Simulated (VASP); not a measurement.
# TePb (P4/mmm) in VASP: further runs

The runs below take TePb through single point, with PBE+D3(BJ).

Everything below comes from runs of VASP 6.6.1. Logs are shortened: lines on timing, memory, paths and dates and some standing lists are left out, and cuts for length are marked.

### Step 1. The cell of the first run

It takes space group P4/mmm (No. 123, tetragonal). Conventional cell: a = 3.766 Å, b = 3.766 Å, c = 4.520 Å, α = 90.00°, β = 90.00°, γ = 90.00°. Within 4.6 Å of Te (site symmetry 4/mmm) lie 8 Pb at 3.49 Å and 6 Te at 3.77 to 4.52 Å. Within 4.6 Å of Pb (site symmetry 4/mmm) lie 8 Te at 3.49 Å and 6 Pb at 3.77 to 4.52 Å.

### Step 2. Single point, PBE+D3(BJ)

File INCAR:

```
SYSTEM = TePb
  ALGO = Normal
  EDIFF = 1E-7
  ENCUT = 520
  GGA = PE
  ISIF = 2
  ISMEAR = 0
  IVDW = 12
  LASPH = .True.
  LCHARG = .False.
  LREAL = .False.
  LWAVE = .False.
  NBANDS = 17
  NELM = 100
  PREC = Accurate
  SIGMA = 0.15
```

File KPOINTS:

```
k-points
0
Gamma
  14 14 14
  0 0 0
```

File POSCAR:

```
TePb
1.0
    3.7662962649      0.0000000000      0.0000000000
    0.0000000000      3.7662962649      0.0000000000
    0.0000000000      0.0000000000      4.5195555179
Te Pb
1 1
Direct
    0.5000000000      0.5000000000      0.5000000000
    0.0000000000      0.0000000000      0.0000000000
```

Potentials or basis: VASP PAW PBE potentials, release 64 (Te, Pb_d).

Command:

```bash
$ cat potpaw_PBE.64/Te/POTCAR potpaw_PBE.64/Pb_d/POTCAR > POTCAR
$ mpirun -np 1 vasp_std > vasp.out
```

OUTCAR:

```text
SYSTEM = TePb
   EDIFF = 1E-7
   ENCUT = 520
   GGA = PE
   ISIF = 2
   ISMEAR = 0
   IVDW = 12
   LASPH = .True.
   LREAL = .False.
   NELM = 100
   PREC = Accurate
 IVDW          = 12

 ion  position               nearest neighbor table
   1  0.500  0.500  0.500-   2 3.49   2 3.49   2 3.49   2 3.49   2 3.49   2 3.49   2 3.49   2 3.49

   2  0.000  0.000  0.000-   1 3.49   1 3.49   1 3.49   1 3.49   1 3.49   1 3.49   1 3.49   1 3.49

  LATTYP: Found a simple tetragonal cell.
 ALAT       =     3.7662962649
 C/A-ratio  =     1.2000000000

  Lattice vectors:

 A1 = (   3.7662962649,   0.0000000000,   0.0000000000)
 A2 = (   0.0000000000,   3.7662962649,   0.0000000000)
 A3 = (   0.0000000000,   0.0000000000,   4.5195555179)

Analysis of symmetry for initial positions (statically):
=====================================================================
 Subroutine PRICEL returns:
 Original cell was already a primitive cell.

 Routine SETGRP: Setting up the symmetry group for a
 simple tetragonal supercell.

 Subroutine GETGRP returns: Found 16 space group operations
 (whereof 16 operations were pure point group operations)
 out of a pool of 16 trial point group operations.

The static configuration has the point symmetry D_4h.

Analysis of symmetry for dynamics (positions and initial velocities):
=====================================================================
 Subroutine PRICEL returns:
 Original cell was already a primitive cell.

 Routine SETGRP: Setting up the symmetry group for a
 simple tetragonal supercell.

 Subroutine GETGRP returns: Found 16 space group operations
 (whereof 16 operations were pure point group operations)
 out of a pool of 16 trial point group operations.

The dynamic configuration has the point symmetry D_4h.

 Subroutine INISYM returns: Found 16 space group operations
 (whereof 16 operations are pure point group operations),
 and found     1 'primitive' translations

----------------------------------------------------------------------------------------

                                     Primitive cell

  volume of cell :      64.1098

  direct lattice vectors                    reciprocal lattice vectors
     3.766296265  0.000000000  0.000000000     0.265512835  0.000000000  0.000000000
     0.000000000  3.766296265  0.000000000     0.000000000  0.265512835  0.000000000
     0.000000000  0.000000000  4.519555518     0.000000000  0.000000000  0.221260696

  length of vectors
     3.766296265  3.766296265  4.519555518     0.265512835  0.265512835  0.221260696

  position of ions in fractional coordinates (direct lattice)
     0.500000000  0.500000000  0.500000000
     0.000000000  0.000000000  0.000000000

  ion indices of the primitive-cell ions
   primitive index   ion index
                 1           1
                 2           2

----------------------------------------------------------------------------------------

 KPOINTS: k-points

Automatic generation of k-mesh.
 Grid dimensions read from file:
 generate k-points for:   14   14   14

 Generating k-lattice:

  Cartesian coordinates                     Fractional coordinates (reciprocal lattice)
     0.018965203  0.000000000  0.000000000     0.071428571  0.000000000  0.000000000
     0.000000000  0.018965203  0.000000000     0.000000000  0.071428571  0.000000000
     0.000000000  0.000000000  0.015804335     0.000000000  0.000000000  0.071428571

  Length of vectors
     0.018965203  0.018965203  0.015804335

  Shift w.r.t. Gamma in fractional coordinates (k-lattice)
     0.000000000  0.000000000  0.000000000

 Subroutine IBZKPT returns following result:
 ===========================================

 Found    288 irreducible k-points:

 Following reciprocal coordinates:
            Coordinates               Weight
  0.000000  0.000000  0.000000      1.000000
  0.071429  0.000000  0.000000      4.000000
  0.142857  0.000000  0.000000      4.000000
  0.214286  0.000000  0.000000      4.000000
  0.285714  0.000000  0.000000      4.000000
  0.357143  0.000000  0.000000      4.000000
[... 16 lines left out ...]
  0.285714  0.214286  0.000000      8.000000
  0.357143  0.214286  0.000000      8.000000
 [... further k-points ...]
   k-points           NKPTS =    288   k-points in BZ     NKDIM =    288   number of bands    NBANDS=     17
   number of dos      NEDOS =    301   number of ions     NIONS =      2
   total plane-waves  NPLWV =  28224
   dimension x,y,z NGX =    28 NGY =   28 NGZ =   36
   dimension x,y,z NGXF=    56 NGYF=   56 NGZF=   72
   ions per type =               1   1
   NGX,Y,Z   is equivalent  to a cutoff of  12.36, 12.36, 13.24 a.u.
   NGXF,Y,Z  is equivalent  to a cutoff of  24.72, 24.72, 26.48 a.u.
 SYSTEM =  TePb
   PREC   = accura    normal or accurate (medium, high low for compatibility)
   ISTART =      0    job   : 0-new  1-cont  2-samecut
   ICHARG =      2    charge: 1-file 2-atom 10-const
   ISPIN  =      1    spin polarized calculation?
   LNONCOLLINEAR =      F non collinear calculations
   LSORBIT =      F    spin-orbit coupling
   LASPH  =      T    aspherical Exc in radial PAW
   ENCUT  =  520.0 eV  38.22 Ry    6.18 a.u.   7.00  7.00  8.40*2*pi/ulx,y,z
   NELM   =    100;   NELMIN=  2; NELMDL= -5     # of ELM steps
   EDIFF  = 0.1E-06   stopping-criterion for ELM
   LREAL  =      F    real-space projection
   EDIFFG = 0.1E-05   stopping-criterion for IOM
   NSW    =      0    number of steps for IOM
   IBRION =     -1    ionic relax: 0-MD 1-quasi-New 2-CG
   NFREE  =      0    steps in history (QN), initial steepest desc. (CG)
   ISIF   =      2    stress and relaxation
   ISYM   =      2    0-nonsym 1-usesym 2-fastsym
   POTIM  = 0.5000    time-step for ionic-motion
   TEBEG  =    0.0;   TEEND  =   0.0 temperature during run
   PSTRESS=    0.0 pullay stress
   NELECT =      20.0000    total number of electrons
   NUPDOWN=      -1.0000    fix difference up-down
   EMIN   =  10.00;   EMAX   =-10.00  energy-range for DOS
   EFERMI =   0.00;   METHOD = LEGACY
   ISMEAR =     0;   SIGMA  =   0.15  broadening in eV -4-tet -1-fermi 0-gaus
   EFERMI_NEDOS =   21; number of points for ismear=-14 and -15
   IALGO  =     38    algorithm
   IMIX   =      4    mixing-type and parameters
     AMIX     =   0.40;   BMIX     =  1.00
     AMIX_MAG =   1.60;   BMIX_MAG =  1.00
  volume/ion in A,a.u.               =      32.05       216.32
  Fermi-wavevector in a.u.,A,eV,Ry     =   1.110307  2.098177 16.773027  1.232783
  Thomas-Fermi vector in A             =   2.246857
   LORBIT       =      0    0 simple, 1 ext, 2 COOP (PROOUT), +10 PAW based schemes
   GGA     = PE    functional components
   LHFCALC =     F    Hartree Fock is set to
   AEXX    =    0.0000 exact exchange contribution
   IVDW    =    12    specifies the selected vdW correction
   LEPSILON=     F    determine dielectric tensor
   LRPA    =     F    only Hartree local field effects (RPA)
 non-spin polarized calculation
 Gauss-broadening in eV      SIGMA  =   0.15
  energy-cutoff  :      520.00
  volume of cell :       64.11
 maximum number of plane-waves:      1748
   NGX = 15   NGY = 15   NGZ = 17

 number of electron      20.0000011 magnetization

 Free energy of the ion-electron system (eV)
  ---------------------------------------------------
  ext. energy  EPLUGINS =         0.00000000
  ---------------------------------------------------
  free energy    TOTEN  =        -6.92898768 eV

  energy without entropy =       -6.91881623  energy(sigma->0) =       -6.92390195

 E-fermi :   6.5832     XC(G=0):  -9.6937

 val. band max:        6.5816665509   @ k =   0.2857   0.0714   0.5000
 cond. band min:       6.5903873830   @ k =   0.0714   0.0000   0.4286
 fundamental gap:      0.0087208321
 Fermi energy:         6.5832413212

 k-point     1 :       0.0000    0.0000    0.0000
  band No.  band energies     occupation
      1     -10.7807      2.00000
      2     -10.7208      2.00000
      3     -10.6482      2.00000
      4     -10.6482      2.00000
      5     -10.6327      2.00000
      6      -5.8159      2.00000
[... 9 lines left out ...]
     16      16.1852      0.00000
     17      16.8215      0.00000

 k-point     2 :       0.0714    0.0000    0.0000
  band No.  band energies     occupation
      1     -10.7763      2.00000
      2     -10.7188      2.00000
      3     -10.6507      2.00000
      4     -10.6480      2.00000
      5     -10.6347      2.00000
      6      -5.7698      2.00000
[... 9 lines left out ...]
     16      16.2042      0.00000
     17      16.5076      0.00000

 k-point     3 :       0.1429    0.0000    0.0000
  band No.  band energies     occupation
      1     -10.7652      2.00000
      2     -10.7118      2.00000
      3     -10.6575      2.00000
      4     -10.6475      2.00000
      5     -10.6404      2.00000
      6      -5.6329      2.00000
[... 9 lines left out ...]
     16      15.8919      0.00000
     17      16.9198      0.00000

 k-point     4 :       0.2143    0.0000    0.0000
  band No.  band energies     occupation
      1     -10.7535      2.00000
      2     -10.6972      2.00000
      3     -10.6674      2.00000
      4     -10.6485      2.00000
      5     -10.6467      2.00000
      6      -5.4107      2.00000
[... 9 lines left out ...]
     16      15.9125      0.00000
     17      16.3871      0.00000
[... 343 lines left out ...]
      1     -10.7071      2.00000
      2     -10.6919      2.00000
      3     -10.6677      2.00000
      4     -10.6665      2.00000
      5     -10.6635      2.00000
      6      -5.0188      2.00000
[... 9 lines left out ...]
     16      14.1510      0.00000
     17      14.6439      0.00000

 k-point    23 :       0.2857    0.2143    0.0000
  band No.  band energies     occupation
      1     -10.6964      2.00000
      2     -10.6789      2.00000
      3     -10.6756      2.00000
      4     -10.6728      2.00000
      5     -10.6634      2.00000
      6      -4.7384      2.00000
[... 9 lines left out ...]
     16      14.1335      0.00000
     17      15.8064      0.00000

 k-point    24 :       0.3571    0.2143    0.0000
  band No.  band energies     occupation
      1     -10.6941      2.00000
      2     -10.6885      2.00000
      3     -10.6848      2.00000
      4     -10.6623      2.00000
      5     -10.6486      2.00000
      6      -4.4231      2.00000
[... 9 lines left out ...]
     16      14.3505      0.00000
     17      16.4746      0.00000

 [... further k-points ...]

------------------------ aborting loop because EDIFF is reached ----------------------------------------

 Edisp (eV)   -0.84323

 E8    (eV) :    -0.4063

  FORCE on cell =-STRESS in cart. coord.  units (eV):
  Direction    XX          YY          ZZ          XY          YZ          ZX
  --------------------------------------------------------------------------------------
  -------------------------------------------------------------------------------------
  Total      -0.05462    -0.05462    -2.49190     0.00000     0.00000     0.00000
  in kB      -1.36506    -1.36506   -62.27535     0.00000     0.00000     0.00000
  external pressure =      -21.67 kB  Pullay stress =        0.00 kB

 VOLUME and BASIS-vectors are now :
 -----------------------------------------------------------------------------
  energy-cutoff  :      520.00
  volume of cell :       64.11
      direct lattice vectors                 reciprocal lattice vectors
     3.766296265  0.000000000  0.000000000     0.265512835  0.000000000  0.000000000
     0.000000000  3.766296265  0.000000000     0.000000000  0.265512835  0.000000000
     0.000000000  0.000000000  4.519555518     0.000000000  0.000000000  0.221260696

 POSITION                                       TOTAL-FORCE (eV/Angst)
 -----------------------------------------------------------------------------------
      1.88315      1.88315      2.25978         0.000000      0.000000      0.000000
      0.00000      0.00000      0.00000         0.000000      0.000000      0.000000
 -----------------------------------------------------------------------------------
    total drift:                               -0.000000      0.000000     -0.000000

  FREE ENERGIE OF THE ION-ELECTRON SYSTEM (eV)
  ---------------------------------------------------
  free  energy   TOTEN  =        -7.7722214313 eV

  energy  without entropy=       -7.7620499851  energy(sigma->0) =       -7.76713571
```

Run time: 2.2 min. Hardware: 1 thread of AMD EPYC 9R45 (Zen 5), shared host; peak memory 0.4 GiB.

What came out:

```
Free energy                : -7.7722 eV
Pressure                   : -2.2 GPa
Band gap on the k mesh     : zero (band 10 reaches 7.19 eV, above the bottom of band 11 at 5.12 eV)
Dispersion energy per atom : -0.422 eV
```

Caveat: spin-orbit coupling is left out, which moves the levels of the heavy elements; pairwise dispersion overbinds metals, which lowers pressure and volume.

### Step 3. Single point, PBE+D3(BJ)

This run uses another cell than the first one, of the same volume but with other edges.

File INCAR:

```
ALGO = Normal
EDIFF = 1E-6
ENCUT = 520
GGA = PE
ISIF = 2
ISMEAR = 0
IVDW = 12
LASPH = T
LCHARG = F
LREAL = F
LWAVE = F
NBANDS = 17
NELM = 100
PREC = Accurate
SIGMA = 0.15
```

File KPOINTS:

```
k-points
0
Gamma
  14 14 14
```

File POSCAR:

```
TePb
1.0
    4.2250830788      0.0000000000      0.0000000000
    0.0000000000      4.2250830788      0.0000000000
    0.0000000000      0.0000000000      3.5913206170
Te Pb
1 1
Direct
    0.5000000000      0.5000000000      0.5000000000
    0.0000000000      0.0000000000      0.0000000000
```

Potentials or basis: VASP PAW PBE potentials, release 64 (Te, Pb_d).

Command:

```bash
$ cat potpaw_PBE.64/Te/POTCAR potpaw_PBE.64/Pb_d/POTCAR > POTCAR
$ mpirun -np 1 vasp_std > vasp.out
```

Run time: 2.1 min. Hardware: 1 thread of AMD EPYC 9R45 (Zen 5), shared host; peak memory 0.4 GiB.

The run converged. Its results:

* Free energy: -7.8582 eV
* Pressure: -2.4 GPa
* Band gap on the k mesh: zero (band 10 reaches 7.62 eV, above the bottom of band 11 at 4.79 eV)
* Dispersion energy per atom: -0.421 eV

Stress tensor (GPa, compression positive):
```
-3.35  0.00  0.00
 0.00 -3.35  0.00
 0.00  0.00 -0.37
```

Levels at points of the mesh, in eV from the Fermi level:
| k point | band 7 | band 8 | band 9 | band 10 | band 11 | band 12 | band 13 | band 14 |
| --- | --- | --- | --- | --- | --- | --- | --- | --- |
| (0.00, 0.00, 0.00) | -7.34 | -2.52 | -2.52 | -0.19 | 3.22 | 4.46 | 4.46 | 4.80 |
| (0.50, 0.00, 0.00) | -9.55 | -1.16 | -0.99 | 0.04 | 0.75 | 1.07 | 3.84 | 5.64 |
| (0.50, 0.50, 0.00) | -8.66 | -4.84 | -4.84 | 0.98 | 4.57 | 4.57 | 4.73 | 6.83 |
| (0.00, 0.00, 0.50) | -8.74 | -2.01 | -0.98 | -0.62 | -0.62 | 1.84 | 1.84 | 5.13 |
| (0.50, 0.00, 0.50) | -7.79 | -4.72 | -4.42 | -0.36 | 2.40 | 2.88 | 2.98 | 5.42 |
| (0.50, 0.50, 0.50) | -7.25 | -3.42 | -2.41 | -2.41 | -1.85 | -0.91 | -0.91 | 11.82 |

Caveat: spin-orbit coupling is left out, which moves the levels of the heavy elements; pairwise dispersion overbinds metals, which lowers pressure and volume.

(Part 1 of 2 ends here.)
